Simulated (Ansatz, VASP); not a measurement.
**SrAl3: VASP beside Ansatz**

Contents of INCAR:

```
  ALGO = Normal
  EDIFF = 1E-7
  EDIFFG = -0.04
  ENCUT = 600
  GGA = PE
  IBRION = 2
  ISIF = 3
  ISMEAR = 0
  LASPH = True
  LCHARG = False
  LREAL = False
  LWAVE = False
  NELM = 60
  NSW = 90
  PREC = Accurate
  SIGMA = 0.1
```

KPOINTS

```
k-points
0
Gamma
  6 6 4
```

POSCAR

```
SrAl3
1.0
    4.7408481300      0.0000000000      0.0000000000
   -2.3704240600      4.1056949100      0.0000000000
    0.0000000000      0.0000000000      4.3229090900
Sr Al
1 3
Direct
    0.0000000000      0.0000000000      0.5000000000
    0.5000000000      0.0000000000      0.5000000000
    0.0000000000      0.5000000000      0.5000000000
    0.5000000000      0.5000000000      0.5000000000
```

Input for Ansatz:

```yaml
crystal:
  lattice:
    - [4.74084813, 0.0, 0.0]
    - [-2.37042406, 4.10569491, 0.0]
    - [0.0, 0.0, 4.32290909]
  atoms:
    - { symbol: Sr, position: [0.0, 0.0, 0.5] }
    - { symbol: Al, position: [0.5, 0.0, 0.5] }
    - { symbol: Al, position: [0.0, 0.5, 0.5] }
    - { symbol: Al, position: [0.5, 0.5, 0.5] }
basis:
  ecutwfc: 420
kpoints:
  mp_grid: { grid: [6, 6, 4] }
hamiltonian:
  xc: pbe
scf:
  occupations: { method: gaussian, width: 0.1 }
  lower_state_search: "off"
output:
  forces: true
  stress: true
  eigenvalues: true
relax:
  adjacent_minimum: "off"
  f_tol: 0.04
  max_steps: 70
  cell: { stress_tol: 0.4 }
```

Alike in both runs: task relaxation of cell and atoms; functional PBE; k mesh 6 × 6 × 4; occupations gaussian, width 0.1 eV; no spin polarisation.

|  | VASP | Ansatz |
| --- | --- | --- |
| version | VASP 6.6.1 | Ansatz 0.2.0 |
| potentials or method | VASP PAW PBE potentials, release 64 (Sr_sv, Al), cutoff 600 eV | scalar-relativistic, plane waves, PAW |
| valence electrons in the cell | 19 | 19 |

|  | VASP | Ansatz | Ansatz less VASP |
| --- | --- | --- | --- |
| gap on the k mesh at the Fermi level, each at its own relaxed structure (eV) | none | none | - |
| relaxed volume (Å³/atom) | 24.21 | 24.15 | -0.067 |
| relaxed cell length with the largest relative difference (Å) | 2.900 | 2.897 | -0.0032 |

A gap of «none» marks a metal or a gap that the smearing closes.

The k mesh is coarse, so the values compare programs but aren't converged. Noted on VASP's run: the volume moved by over 15 % at a fixed basis, so the end points are rough.
